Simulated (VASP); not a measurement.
Input of a VASP 6.6.1 run:

Contents of POSCAR:

```
SrO
1.0
    0.0000000000      2.8106647607      2.8106647607
    2.8106647607      0.0000000000      2.8106647607
    2.8106647607      2.8106647607      0.0000000000
Sr O
1 1
Direct
    0.0000000000      0.0000000000      0.0000000000
    0.2500000000      0.2500000000      0.2500000000
```

Contents of INCAR.step1:

```
  PREC = Accurate
  ENCUT = 520
  ISMEAR = 0
  SIGMA = 0.05
  LREAL = F
  LASPH = T
  NELM = 100
  NBANDS = 15
  GGA = PE
  ALGO = Normal
  EDIFF = 1E-4
  LWAVE = T
  LCHARG = F
```

INCAR.step2

```
  PREC = Accurate
  ENCUT = 520
  EDIFF = 1E-6
  ISMEAR = 0
  SIGMA = 0.05
  LREAL = F
  LASPH = T
  NELM = 100
  ALGO = Normal
  ISIF = 2
  LWAVE = F
  LCHARG = F
  METAGGA = R2SCAN
  LMIXTAU = T
  NBANDS = 15
  ISTART = 1
```

File KPOINTS:

```
Automatic mesh
0
Gamma
  8 8 8
```

Potentials or basis: VASP PAW PBE potentials, release 64 (Sr_sv, O).

The run is started by

```console
$ cat potpaw_PBE.64/Sr_sv/POTCAR potpaw_PBE.64/O/POTCAR > POTCAR
$ cp INCAR.step1 INCAR
$ mpirun -np 1 vasp_std > vasp.out
$ cp INCAR.step2 INCAR
$ mpirun -np 1 vasp_std > vasp.out
```

Q: Predict the pressure.

A: -0.8 GPa.

Q: Predict the band gap on the k mesh.

A: 2.85 eV, indirect (least direct gap 3.66 eV).

Caveat: the PAW data sets were made with another functional, which shifts forces and pressure a little. A k mesh can miss the band edges.
